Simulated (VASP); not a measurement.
# CoO (R-3m) in VASP: notebook, part 2 of 2

VASP 6.6.1. Earlier steps stand in the parts before.

### Step 4. Single point, LDA, collinear spin, ferromagnetic start (10.15 Å³/atom)

This run uses another cell than the first one, of 10.15 Å³/atom.

Contents of INCAR:

```
PREC = Accurate
ENCUT = 520
EDIFF = 1E-6
ISMEAR = -1
SIGMA = 0.05
LREAL = False
LASPH = True
NELM = 150
ALGO = Normal
ISIF = 2
LWAVE = False
LCHARG = False
ISPIN = 2
MAGMOM = 2 0
LORBIT = 11
LMAXMIX = 4
GGA = CA
NBANDS = 18
```

Contents of KPOINTS:

```
Automatic mesh
0
Gamma
  11 11 11
```

Contents of POSCAR:

```
CoO
1.0
    1.5349960513      0.8862303835      2.4877807593
   -1.5349960513      0.8862303835      2.4877807593
    0.0000000000     -1.7724607669      2.4877807593
Co O
1 1
Direct
    0.0000000000      0.0000000000      0.0000000000
    0.5000000000      0.5000000000      0.5000000000
```

Potentials or basis: VASP PAW LDA potentials, release 64 (Co, O).

Command:

```
$ cat potpaw_LDA.64/Co/POTCAR potpaw_LDA.64/O/POTCAR > POTCAR
$ mpirun -np 1 vasp_std > vasp.out
```

OUTCAR:

```text
PREC = Accurate
   ENCUT = 520
   EDIFF = 1E-6
   ISMEAR = -1
   LREAL = False
   LASPH = True
   NELM = 150
   ISIF = 2
   ISPIN = 2
   LORBIT = 11
   GGA = CA

 ion  position               nearest neighbor table
   1  0.000  0.000  0.000-   2 2.17   2 2.17   2 2.17   2 2.17   2 2.17   2 2.17
   2  0.500  0.500  0.500-   1 2.17   1 2.17   1 2.17   1 2.17   1 2.17   1 2.17

  LATTYP: Found a trigonal (rhomboedric) cell.
 ALAT       =     3.0546145872
 COS(alpha) =     0.4949531368

  Lattice vectors:

 A1 = (   1.5349960513,   0.8862303835,   2.4877807593)
 A2 = (  -1.5349960513,   0.8862303835,   2.4877807593)
 A3 = (   0.0000000000,  -1.7724607669,   2.4877807593)

Analysis of symmetry for initial positions (statically):
=====================================================================
 Subroutine PRICEL returns:
 Original cell was already a primitive cell.

 Routine SETGRP: Setting up the symmetry group for a
 trigonal (rhombohedral) supercell.

 Subroutine GETGRP returns: Found 12 space group operations
 (whereof 12 operations were pure point group operations)
 out of a pool of 12 trial point group operations.

The static configuration has the point symmetry D_3d.

Analysis of symmetry for dynamics (positions and initial velocities):
=====================================================================
 Subroutine PRICEL returns:
 Original cell was already a primitive cell.

 Routine SETGRP: Setting up the symmetry group for a
 trigonal (rhombohedral) supercell.

 Subroutine GETGRP returns: Found 12 space group operations
 (whereof 12 operations were pure point group operations)
 out of a pool of 12 trial point group operations.

The dynamic configuration has the point symmetry D_3d.

Analysis of structural, dynamic, and magnetic symmetry:
=====================================================================
[... 149 lines left out ...]
 Free energy of the ion-electron system (eV)
  ---------------------------------------------------
  ext. energy  EPLUGINS =         0.00000000
  ---------------------------------------------------
  free energy    TOTEN  =       -14.52080930 eV

  energy without entropy =      -14.48515855  energy(sigma->0) =      -14.50298393

 E-fermi :   6.9454     XC(G=0): -12.6090

 val. band max:        6.9451117979   @ k =  -0.2727   0.2727   0.2727
 cond. band min:       6.9503820100   @ k =   0.4545   0.2727   0.0909
 fundamental gap:      0.0052702121
 Fermi energy:         6.9454371324

 spin component 1

 k-point     1 :       0.0000    0.0000    0.0000
  band No.  band energies     occupation
      1     -12.6655      1.00000
      2       3.8585      1.00000
      3       3.8585      1.00000
      4       3.9050      1.00000
      5       3.9757      1.00000
      6       3.9757      1.00000
[... 493 lines left out ...]
     17      33.6343      0.00000
     18      35.4696      0.00000

 [... further k-points ...]

 spin component 2

 k-point     1 :       0.0000    0.0000    0.0000
  band No.  band energies     occupation
      1     -12.1357      1.00000
      2       4.4498      1.00000
      3       4.4498      1.00000
      4       4.5001      1.00000
      5       5.9472      1.00000
      6       5.9472      1.00000
[... 493 lines left out ...]
     17      34.2006      0.00000
     18      36.0330      0.00000

 [... further k-points ...]

------------------------ aborting loop because EDIFF is reached ----------------------------------------

  FORCE on cell =-STRESS in cart. coord.  units (eV):
  Direction    XX          YY          ZZ          XY          YZ          ZX
  --------------------------------------------------------------------------------------
  -------------------------------------------------------------------------------------
  Total       -3.2688078     -3.2688078     -3.2662021      0.0000000     -0.0000000      0.0000000
  in kB     -257.9186290   -257.9186290   -257.7130346      0.0000000     -0.0000000      0.0000000
  external PRESSURE =    -257.8500975 kB  Pullay stress =       0.0000000 kB

 VOLUME and BASIS-vectors are now :
 -----------------------------------------------------------------------------
  energy-cutoff  :      520.00
  volume of cell :       20.31
      direct lattice vectors                 reciprocal lattice vectors
     1.534996051  0.886230384  2.487780759     0.325733737  0.188062461  0.133988227
    -1.534996051  0.886230384  2.487780759    -0.325733737  0.188062461  0.133988227
     0.000000000 -1.772460767  2.487780759     0.000000000 -0.376124921  0.133988227

 POSITION                                       TOTAL-FORCE (eV/Angst)
 -----------------------------------------------------------------------------------
      0.00000      0.00000      0.00000         0.000000      0.000000      0.000000
      0.00000      0.00000      3.73167         0.000000     -0.000000     -0.000000
 -----------------------------------------------------------------------------------
    total drift:                               -0.000000      0.000000     -0.000000

  FREE ENERGIE OF THE ION-ELECTRON SYSTEM (eV)
  ---------------------------------------------------
  free  energy   TOTEN  =       -14.5208093046 eV

  energy  without entropy=      -14.4851585469  energy(sigma->0) =      -14.50298393

 total charge

# of ion       s       p       d       tot
------------------------------------------
    1        0.284   0.328   7.143   7.755
    2        1.545   3.361   0.000   4.906
--------------------------------------------------
tot          1.830   3.689   7.143  12.661

 magnetization (x)

# of ion       s       p       d       tot
------------------------------------------
    1        0.018   0.016   2.471   2.506
    2        0.027   0.295   0.000   0.322
--------------------------------------------------
tot          0.045   0.311   2.471   2.827
```

OSZICAR:

```text
N       E                     dE             d eps       ncg     rms          rms(c)
DAV:   1     0.758937329120E+02    0.75894E+02   -0.65790E+03 10904   0.952E+02
DAV:   2    -0.119944101088E+02   -0.87888E+02   -0.75427E+02 11060   0.219E+02
DAV:   3    -0.169800620067E+02   -0.49857E+01   -0.48145E+01 12252   0.557E+01
DAV:   4    -0.170337474225E+02   -0.53685E-01   -0.53635E-01 12686   0.552E+00
DAV:   5    -0.170350158144E+02   -0.12684E-02   -0.12682E-02 13054   0.850E-01    0.160E+01
DAV:   6    -0.164309752305E+02    0.60404E+00   -0.19003E+01 13300   0.625E+01    0.232E+01
DAV:   7    -0.147141451474E+02    0.17168E+01   -0.11387E+01 13168   0.531E+01    0.803E+00
DAV:   8    -0.145463444390E+02    0.16780E+00   -0.51506E-01 14702   0.105E+01    0.389E+00
DAV:   9    -0.145571070834E+02   -0.10763E-01   -0.37372E-01 15606   0.948E+00    0.334E+00
DAV:  10    -0.145232935000E+02    0.33814E-01   -0.12405E-01 15678   0.635E+00    0.671E-01
DAV:  11    -0.145211140023E+02    0.21795E-02   -0.27575E-02 15204   0.220E+00    0.347E-01
DAV:  12    -0.145208156619E+02    0.29834E-03   -0.25631E-03 15400   0.669E-01    0.536E-02
DAV:  13    -0.145208251334E+02   -0.94715E-05   -0.13247E-04 11910   0.960E-02    0.563E-02
DAV:  14    -0.145208101732E+02    0.14960E-04   -0.73225E-06 12958   0.282E-02    0.196E-02
DAV:  15    -0.145208093046E+02    0.86855E-06   -0.13895E-06  7036   0.214E-02
   1 F= -.14520809E+02 E0= -.14502984E+02  d E =-.356508E-01  mag=     2.8944
```

Wall time 3.6 min (1 thread of Intel Xeon 8259CL, shared host); peak memory 0.2 GiB.

Results:

* Free energy: -14.5208 eV
* Pressure: -25.8 GPa
* Net moment: 2.89 μB per cell
* Site moments: Co +2.51; O +0.32 μB
* Valence electrons inside the program's atomic spheres: Co 7.75; O 4.91

Caveat: the cell stands under tension; a cell with one magnetic atom can't hold antiferromagnetic order, which such compounds often take; semilocal functionals often make such compounds metallic where correlation or magnetic order opens a gap, which also shifts bond lengths.

### Step 5. Overview

```csv
level,potentials or basis,spin,cell,gap on the mesh (eV),pressure (GPa),moment (μB)
PBEsol,"VASP PAW PBE potentials, release 64 (Co, O)",off,"a = 2.996 Å, angles 60.3°, 2 atoms",none,-27.1,-
PBE,"VASP PAW PBE potentials, release 64 (Co, O)","collinear, ferromagnetic start","a = 3.055 Å, angles 60.3°, 2 atoms",none,-9.4,2.98
LDA,"VASP PAW LDA potentials, release 64 (Co, O)","collinear, ferromagnetic start","a = 3.055 Å, angles 60.3°, 2 atoms",none,-25.8,2.89
```

Alike in all rows: task single point; k mesh 11 × 11 × 11; cutoff (eV) 520; smearing fermi-dirac 0.05 eV.

Caveats: the cell stands under tension; semilocal functionals often make such compounds metallic where correlation or magnetic order opens a gap, which also shifts bond lengths; a cell with one magnetic atom can't hold antiferromagnetic order, which such compounds often take (at least some runs); the PAW data sets were made with another functional, which shifts forces and pressure a little (at least some runs); an odd number of electrons without spin polarisation forces a metal (at least some runs); a magnetic or distorted state may lie lower (at least some runs).

Absolute energies hang on the potentials; compare differences alone.
